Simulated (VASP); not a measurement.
# AlNi4Bi (Cmmm) in VASP: further runs, part 2 of 2

VASP 6.6.1. Earlier steps stand in the parts before.

**4. Single point, PBEsol**

This run uses another cell than the first one, of 13.70 Å³/atom.

The input, INCAR:

```
PREC = Accurate ; ENCUT = 520
EDIFF = 1E-6 ; ISMEAR = 0
SIGMA = 0.05 ; LREAL = False
LASPH = True ; NELM = 60
ALGO = Fast ; ISIF = 2
LWAVE = False ; LCHARG = False
GGA = PS ; NBANDS = 38
```

The input, KPOINTS:

```
Automatic mesh
0
Gamma
  8 8 8
```

The input, POSCAR:

```
AlNi4Bi
1.0
    2.4665101312     -4.0949402103      0.0000000000
    2.4665101312      4.0949402103      0.0000000000
    0.0000000000      0.0000000000      4.0698422712
Al Bi Ni
1 1 4
Direct
    0.0000000000      0.0000000000      0.5000000000
    0.5000000000      0.5000000000      0.0000000000
    0.1707590168      0.8292409832      0.0000000000
    0.8292409832      0.1707590168      0.0000000000
    0.0000000000      0.5000000000      0.5000000000
    0.5000000000      0.0000000000      0.5000000000
```

Potentials or basis: VASP PAW PBE potentials, release 64 (Al, Bi_d, Ni).

Started as:

```
> cat potpaw_PBE.64/Al/POTCAR potpaw_PBE.64/Bi_d/POTCAR potpaw_PBE.64/Ni/POTCAR > POTCAR
> mpirun -np 1 vasp_std > vasp.out
```

OUTCAR:

```text
PREC = Accurate
   ENCUT = 520
   EDIFF = 1E-6
   ISMEAR = 0
   LREAL = False
   LASPH = True
   NELM = 60
   ISIF = 2
   GGA = PS

 ion  position               nearest neighbor table
   1  0.000  0.000  0.500-   5 2.39   6 2.39   5 2.39   6 2.39   3 2.47   4 2.47   3 2.47   4 2.47
                             2 3.20   2 3.20   2 3.20   2 3.20
   2  0.500  0.500  0.000-   3 2.70   4 2.70   3 2.84   4 2.84   3 2.84   4 2.84   5 3.14   6 3.14
                             5 3.14   6 3.14   6 3.14   6 3.14   5 3.14   5 3.14   1 3.20   1 3.20
   3  0.171  0.829  0.000-   5 2.47   6 2.47   5 2.47   6 2.47   1 2.47   1 2.47   2 2.70   4 2.79
                             4 2.79   4 2.80   2 2.84   2 2.84
[... 1200 lines left out ...]
  Total        0.0247306     -0.0611154      0.1200973     -0.0000000      0.0000000      0.0000000
  in kB        0.4819549     -1.1910307      2.3404851     -0.0000000      0.0000000      0.0000000
  external PRESSURE =       0.5438031 kB  Pullay stress =       0.0000000 kB

 VOLUME and BASIS-vectors are now :
 -----------------------------------------------------------------------------
  energy-cutoff  :      520.00
  volume of cell :       82.21
      direct lattice vectors                 reciprocal lattice vectors
     2.466510131 -4.094940210  0.000000000     0.202715567 -0.122101905  0.000000000
     2.466510131  4.094940210  0.000000000     0.202715567  0.122101905  0.000000000
     0.000000000  0.000000000  4.069842271     0.000000000  0.000000000  0.245709768

 POSITION                                       TOTAL-FORCE (eV/Angst)
 -----------------------------------------------------------------------------------
      0.00000      0.00000      2.03492        -0.000000      0.000000      0.000000
      2.46651      0.00000      0.00000         0.000000      0.000000      0.000000
      2.46651      2.69644      0.00000        -0.000000      0.011191      0.000000
      2.46651     -2.69644      0.00000        -0.000000     -0.011191     -0.000000
      1.23326      2.04747      2.03492        -0.000000      0.000000      0.000000
      1.23326     -2.04747      2.03492        -0.000000      0.000000      0.000000
 -----------------------------------------------------------------------------------
    total drift:                                0.000000     -0.000000      0.000000

  FREE ENERGIE OF THE ION-ELECTRON SYSTEM (eV)
  ---------------------------------------------------
  free  energy   TOTEN  =       -33.4982507006 eV

  energy  without entropy=      -33.4913192177  energy(sigma->0) =      -33.49478496
```

stdout:

```text
POSCAR found type information on POSCAR AlBiNi
 POSCAR found :  3 types and       6 ions
 scaLAPACK will be used
 -----------------------------------------------------------------------------
|                                                                             |
|                                                                             |
|     You enforced a specific xc type in the INCAR file but a different       |
|     I HOPE YOU KNOW WHAT YOU ARE DOING!                                     |
|                                                                             |
 -----------------------------------------------------------------------------

 LDA part: xc-table for (Slater+PW92), standard interpolation
 POSCAR, INCAR and KPOINTS ok, starting setup
 FFT: planning ... GRIDC
 FFT: planning ... GRID_SOFT
 FFT: planning ... GRID
 WAVECAR not read
 entering main loop
```

Run time: 6.3 min. Hardware: 1 thread of AMD EPYC 9755, shared host; peak memory 0.36 GiB.

Results:

```
Free energy            : -33.4983 eV
Pressure               : 0.1 GPa
Largest force          : 0.011 eV/Å
Band gap on the k mesh : zero (bands 29 and 30 overlap by 1.10 eV)
```

Forces in eV/Å, atoms in the order of the input:
```
Al   0.000  0.000  0.000
Bi   0.000  0.000  0.000
Ni   0.000  0.011  0.000
Ni   0.000 -0.011  0.000
Ni   0.000  0.000  0.000
Ni   0.000  0.000  0.000
```

Stress tensor (GPa, compression positive):
```
 0.05  0.00  0.00
 0.00 -0.12  0.00
 0.00  0.00  0.23
```

Caveat: the PAW data sets were made with another functional, which shifts forces and pressure a little; spin-orbit coupling is left out, which moves the levels of the heavy elements. Spin polarisation is off, so any magnetic state and its effect on volume and gap are missing.

**5. Relaxation of cell and atoms, PBEsol**

The input, INCAR:

```
PREC = Accurate ; ENCUT = 600
EDIFF = 1E-6 ; ISMEAR = 0
SIGMA = 0.1 ; LREAL = False
LASPH = True ; NELM = 100
ALGO = Fast ; ISIF = 3
LWAVE = False ; LCHARG = False
GGA = PS ; IBRION = 2
NSW = 70 ; EDIFFG = -0.05
```

The input, KPOINTS:

```
Automatic mesh
0
Gamma
  6 6 6
```

The input, POSCAR:

```
AlNi4Bi
1.0
    2.4228452690     -4.0091641905      0.0000000000
    2.4228452690      4.0091641905      0.0000000000
    0.0000000000      0.0000000000      3.8138926647
Al Bi Ni
1 1 4
Direct
    0.0000000000      0.0000000000      0.5000000000
    0.5000000000      0.5000000000      0.0000000000
    0.1705615159      0.8294384841      0.0000000000
    0.8294384841      0.1705615159      0.0000000000
    0.0000000000      0.5000000000      0.5000000000
    0.5000000000      0.0000000000      0.5000000000
```

Started as:

```
> cat potpaw_PBE.64/Al/POTCAR potpaw_PBE.64/Bi_d/POTCAR potpaw_PBE.64/Ni/POTCAR > POTCAR
> mpirun -np 1 vasp_std > vasp.out
```

Run time: 18 min. Hardware: 1 thread of AMD EPYC 9755, shared host; peak memory 0.29 GiB.

The run converged. Its results:

- Free energy: -33.5048 eV
- Relaxed volume: 13.69 Å³/atom
- Relaxed cell: a = 4.770 Å, b = 4.770 Å, c = 4.074 Å, α = 90.00°, β = 90.00°, γ = 117.63°
- Space group after relaxing (to 0.1 Å): Cmmm (No. 65)
- Energy gained by relaxing: 90.6 meV/atom
- Ionic steps: 6
- Pressure after relaxing: 0.3 GPa
- Band gap on the k mesh: zero (bands 29 and 30 overlap by 1.09 eV)

Stress tensor (GPa, compression positive):
```
0.15 0.00 0.00
0.00 0.42 0.00
0.00 0.00 0.27
```

The path:
| step | energy change (eV) | largest force (eV/Å) | pressure (GPa) | volume (Å³) |
| --- | --- | --- | --- | --- |
| 1 | 0.0000 | 0.0510 | 20.40 | 74.09 |
| 2 | -0.1011 | 0.0490 | -12.71 | 92.22 |
| 3 | -0.5241 | 0.0248 | -0.71 | 82.82 |
| 4 | -0.5241 | 0.0239 | -0.30 | 82.64 |
| 5 | -0.5396 | 0.0123 | -0.05 | 82.38 |
| 6 | -0.5437 | 0.0011 | 0.28 | 82.13 |

Final structure:
```xyz
6
Lattice="2.4702 -4.0811 0.0000 2.4702 4.0811 0.0000 0.0000 0.0000 4.0735" Properties=species:S:1:pos:R:3 pbc="T T T"
Al    0.0000    0.0000    2.0368
Bi    2.4702    0.0000    0.0000
Ni    2.4702    2.6883    0.0000
Ni    2.4702   -2.6883    0.0000
Ni    1.2351    2.0405    2.0368
Ni    1.2351   -2.0405    2.0368
```

Levels at points of the mesh, in eV from the Fermi level:
| k point | band 25 | band 26 | band 27 | band 28 | band 29 | band 30 | band 31 | band 32 | band 33 | band 34 |
| --- | --- | --- | --- | --- | --- | --- | --- | --- | --- | --- |
| (0.00, 0.00, 0.00) | -0.75 | -0.67 | -0.66 | -0.02 | 0.09 | 0.55 | 0.63 | 1.60 | 2.12 | 3.73 |
| (0.50, 0.00, 0.00) | -0.91 | -0.90 | -0.84 | -0.76 | -0.22 | 1.30 | 1.57 | 2.42 | 3.22 | 5.48 |
| (0.50, 0.50, 0.00) | -0.91 | -0.80 | -0.50 | 0.00 | 0.31 | 1.67 | 1.79 | 1.83 | 4.23 | 4.98 |
| (0.00, 0.00, 0.50) | -0.76 | -0.69 | -0.64 | -0.47 | 0.07 | 1.25 | 1.67 | 2.02 | 2.09 | 2.21 |
| (0.50, 0.00, 0.50) | -0.91 | -0.78 | -0.63 | -0.49 | -0.47 | -0.13 | 0.23 | 1.09 | 2.41 | 6.12 |
| (0.50, 0.50, 0.50) | -1.16 | -1.16 | -0.82 | -0.57 | -0.57 | -0.49 | 0.06 | 1.02 | 2.60 | 6.71 |

Caveat: the PAW data sets were made with another functional, which shifts forces and pressure a little; spin-orbit coupling is left out, which moves the levels of the heavy elements. Spin polarisation is off, so any magnetic state and its effect on volume and gap are missing.

**6. The runs side by side**

```csv
task,cell,k mesh,cutoff (eV),smearing,gap on the mesh (eV),pressure (GPa),largest force (eV/Å)
single point,"a = 4.684, b = 4.684, c = 3.814 Å, angles 90.0, 90.0, 117.7°, 6 atoms, atomic positions A",4 × 4 × 6,520,gaussian 0.1 eV,none,20.4,0.05
single point,"a = 4.781, b = 4.781, c = 4.068 Å, angles 90.0, 90.0, 117.9°, 6 atoms, atomic positions B",6 × 6 × 6,520,gaussian 0.1 eV,none,0.2,-
single point,"a = 4.780, b = 4.780, c = 4.070 Å, angles 90.0, 90.0, 117.9°, 6 atoms, atomic positions B",8 × 8 × 8,520,gaussian 0.05 eV,none,0.1,0.01
relaxation of cell and atoms,"relaxed from a = 4.684, b = 4.684, c = 3.814 Å, angles 90.0, 90.0, 117.7°, 6 atoms, atomic positions A",6 × 6 × 6,600,gaussian 0.1 eV,none,0.3,-
```

Alike in all rows: level PBEsol; potentials or basis VASP PAW PBE potentials, release 64 (Al, Bi_d, Ni); no spin polarisation.

Caveats: some runs use coarse meshes; the PAW data sets were made with another functional, which shifts forces and pressure a little; spin-orbit coupling is left out, which moves the levels of the heavy elements.

Absolute energies hang on the potentials; compare differences alone.
